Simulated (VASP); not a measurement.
Runs of VASP 6.6.1 on TaN. The structure is that of space group Fm-3m (No. 225), or close to it. The cells are those of the table. 

```tsv
cell	gap on the mesh (eV)	pressure (GPa)
a = 3.019 Å, angles 60.0°, 2 atoms	none	43.6
a = 3.082 Å, angles 60.0°, 2 atoms	none	(b)
a = 3.102 Å, angles 60.0°, 2 atoms	none	8.0
a = 3.142 Å, angles 60.0°, 2 atoms	none	(a)
a = 3.061 Å, angles 60.0°, 2 atoms	none	23.9
```

Alike in all rows: task single point; level PBE; potentials or basis VASP PAW PBE potentials, release 64 (Ta_pv, N); no spin polarisation; k mesh 11 × 11 × 11; cutoff (eV) 520; smearing gaussian 0.1 eV.

Task: Estimate the missing entries.

Result: (a) -4.9; (b) 15.6.

Caveats: spin-orbit coupling is left out, which moves the levels of the heavy elements.

A k mesh can miss the band edges, and the runs leave out spin-orbit coupling on Ta.

A gap of «none» marks levels without a gap at the run's occupations.
